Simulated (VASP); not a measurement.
Write the native input for VASP 6.6.1 that does the following.

| Item | Value |
| --- | --- |
| Task | single point |
| Functional | PBE |
| Potentials or basis | VASP PAW PBE potentials, release 64 (Cs_sv, Ni) |
| Cutoff | 520 eV |
| k mesh | 12 × 12 × 12 |
| Occupations | gaussian, width 0.1 eV |
| Spin | collinear spin, ferromagnetic start |
| Starting moments | [0.0, 0.51, 0.51, 0.51] μB |
| Dipole correction | no |
| Further INCAR settings | ALGO = Normal; EDIFF = 1e-06; NBANDS = 32 |

The structure of CsNi3 lies in POSCAR:

```
CsNi3
1.0
    4.0372110457      0.0000000000      0.0000000000
    0.0000000000      4.0372110457      0.0000000000
    0.0000000000      0.0000000000      4.0372110457
Cs Ni
1 3
Direct
    0.0000000000      0.0000000000      0.0000000000
    0.0000000000      0.5000000000      0.5000000000
    0.5000000000      0.0000000000      0.5000000000
    0.5000000000      0.5000000000      0.0000000000
```

One way to write it, as run:

INCAR

```
PREC = Accurate ; ENCUT = 520
EDIFF = 1E-6 ; ISMEAR = 0
SIGMA = 0.1 ; LREAL = False
LASPH = True ; NELM = 150
ALGO = Normal ; ISIF = 2
LWAVE = False ; LCHARG = True
ISPIN = 2 ; MAGMOM = 0 0.51 0.51 0.51
LORBIT = 11 ; LMAXMIX = 4
GGA = PE ; LELF = True
LVHAR = True ; NBANDS = 32
```

KPOINTS

```
Automatic mesh
0
Gamma
  12 12 12
```

Potentials or basis: VASP PAW PBE potentials, release 64 (Cs_sv, Ni).

Launch:

```sh
$ cat potpaw_PBE.64/Cs_sv/POTCAR potpaw_PBE.64/Ni/POTCAR > POTCAR
$ mpirun -np 1 vasp_std > vasp.out
```

Results of the run:

| Property | Result |
| --- | --- |
| Pressure | 1.6 GPa |
| Net moment | 1.09 μB per cell |
| Site moments | Cs -0.01; Ni +0.40 μB |
| Valence electrons inside the program's atomic spheres | Cs 6.67; Ni 9.08 |

Run time: 8.9 min on 1 thread of AMD EPYC 7R13, with other jobs on the host, peak memory 0.33 GiB.
